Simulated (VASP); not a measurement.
Set up this calculation in VASP 6.6.1, as the native input.

```
Task                   : electric field gradients
Functional             : PBE
Potentials or basis    : VASP PAW PBE potentials, release 64 (Mg, O)
Cutoff                 : 520 eV
k mesh                 : 11 × 11 × 11
Occupations            : fermi-dirac, width 0.01 eV
Spin                   : no spin polarisation
Dipole correction      : no
Further INCAR settings : ALGO = Normal; EDIFF = 1e-08; NBANDS = 11
```

The structure of MgO lies in POSCAR:

```
MgO
1.0
    0.0000000000      2.0919340588      2.0919340588
    2.0919340588      0.0000000000      2.0919340588
    2.0919340588      2.0919340588      0.0000000000
Mg O
1 1
Direct
    0.0000000000      0.0000000000      0.0000000000
    0.5000000000      0.5000000000      0.5000000000
```

This cell differs from its parent crystal: volume scaled by 0.9405.

One way to write it, as run:

INCAR

```
ALGO = Normal
EDIFF = 1E-8
ENCUT = 520
GGA = PE
ISIF = 2
ISMEAR = -1
LASPH = True
LCHARG = False
LEFG = True
LREAL = False
LWAVE = False
NBANDS = 11
NELM = 100
PREC = Accurate
SIGMA = 0.01
```

KPOINTS

```
k-points
0
Gamma
  11 11 11
```

Potentials or basis: VASP PAW PBE potentials, release 64 (Mg, O).

The run is started by

```bash
$ cat potpaw_PBE.64/Mg/POTCAR potpaw_PBE.64/O/POTCAR > POTCAR
$ mpirun -np 1 vasp_std > vasp.out
```

Results of the run:

```
Pressure               : 7.5 GPa
Band gap on the k mesh : 4.93 eV, direct
```

Caveat: without QUAD_EFG the Cq values of the log hold for a quadrupole moment of 1 mb, not for the nuclei.

Run time: 5.2 s on 1 thread of Intel(R) Xeon(R) 6975P-C (Granite Rapids) (shared host), peak memory 0.14 GiB.
